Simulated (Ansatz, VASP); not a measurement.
# Hf4N in VASP and in Ansatz

```xyz
5
Lattice="0.0000 4.5587 4.5587 4.5587 0.0000 4.5587 4.5587 4.5587 0.0000" Properties=species:S:1:pos:R:3 pbc="T T T"
Hf    7.9108    7.9108    7.9108
Hf    5.7652    5.7652    7.9108
Hf    5.7652    7.9108    5.7652
Hf    7.9108    5.7652    5.7652
N     0.0000    0.0000    0.0000
```

Alike in both runs: functional PBE; k mesh 4 × 4 × 4; occupations gaussian, width 0.1 eV; no spin polarisation.

Ansatz relaxed the structure, and its values are those at the end. VASP's run is a single point on that final structure, the one shown.

|  | VASP | Ansatz |
| --- | --- | --- |
| version | VASP 6.6.1 | Ansatz 0.2.0 |
| potentials or method | VASP PAW PBE potentials, release 64 (Hf_pv, N), cutoff 600 eV | scalar-relativistic, plane waves, PAW |
| valence electrons in the cell | 45 | 109 |

VASP gave:

* gap on the k mesh at the Fermi level (eV): none
* pressure (GPa): -0.3
* rms of the force components (eV/Å): 0.016

Which values does Ansatz return?

gap on the k mesh at the Fermi level (eV): none; pressure (GPa): 0.0; rms of the force components (eV/Å): 0.035.

A gap of «none» marks a metal or a gap that the smearing closes. VASP's potentials hold 45 valence electrons a cell and Ansatz's 109, so a difference there can come from the potentials and not from the codes.

Spin-orbit coupling is off throughout.
